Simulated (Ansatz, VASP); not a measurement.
**Two plane-wave programs on TiAl**

```
CELL_PARAMETERS angstrom
2.98900 0.00000 0.00000
-1.49450 2.58855 0.00000
0.00000 0.00000 4.64841
ATOMIC_POSITIONS crystal
Ti 0.00000 0.00000 0.00000
Al 0.33333 0.66667 0.50000
```

Alike in both runs: task single point; functional PBE; k mesh 18 × 18 × 10; occupations gaussian, width 0.15 eV; no spin polarisation.

```csv
,VASP,Ansatz
version,VASP 6.6.1,Ansatz 0.2.0
potentials or method,"VASP PAW PBE potentials, release 64 (Ti_sv, Al), cutoff 520 eV","scalar-relativistic, plane waves, PAW"
valence electrons in the cell,15,15
```

|  | VASP | Ansatz | Ansatz less VASP |
| --- | --- | --- | --- |
| gap on the k mesh at the Fermi level (eV) | none | none | - |
| pressure (GPa) | -6.4 | -6.4 | +0.03 |
| traceless stress, the component that is largest in VASP (GPa) | 1.84 | 1.82 | -0.021 |

A gap of «none» marks a metal or a gap that the smearing closes.
